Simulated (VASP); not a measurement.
Crystal: BAs.

```
CELL_PARAMETERS angstrom
2.89361 0.00000 0.00000
0.00000 2.89361 0.00000
0.00000 0.00000 2.89361
ATOMIC_POSITIONS crystal
B 0.00000 0.00000 0.00000
As 0.50000 0.50000 0.50000
```

```yaml
Program: VASP 6.6.1
Task: relaxation of cell and atoms
Functional: r2SCAN
Dispersion: rVV10
Potentials_or_basis: VASP PAW PBE potentials, release 64 (B, As)
Cutoff: 550 eV
k_mesh: 8 × 8 × 8
Occupations: fermi-dirac, width 0.03 eV
Spin: no spin polarisation
```

At the start: pressure 2.8 GPa; volume 12.11 Å³/atom.

**Question.** Where does the relaxation end?

**Answer.** Over 3 steps the energy falls by 2.9 meV/atom and the volume is 12.45 Å³/atom (+2.8 %); space group Pm-3m (No. 221, to 0.05 Å).

The path:
```
step  energy change (eV)  largest force (eV/Å)  pressure (GPa)  volume (Å³)
   1              0.0000                0.0000            2.78        24.23
   2             -0.0058                0.0000           -0.26        24.97
   3             -0.0058                0.0000            0.01        24.91
```

Final structure:
```
CELL_PARAMETERS angstrom
2.92031 0.00000 0.00000
0.00000 2.92031 0.00000
0.00000 0.00000 2.92031
ATOMIC_POSITIONS crystal
B 0.00000 0.00000 0.00000
As 0.50000 0.50000 0.50000
```

Caveat: the PAW data sets were made with another functional, which shifts forces and pressure a little.
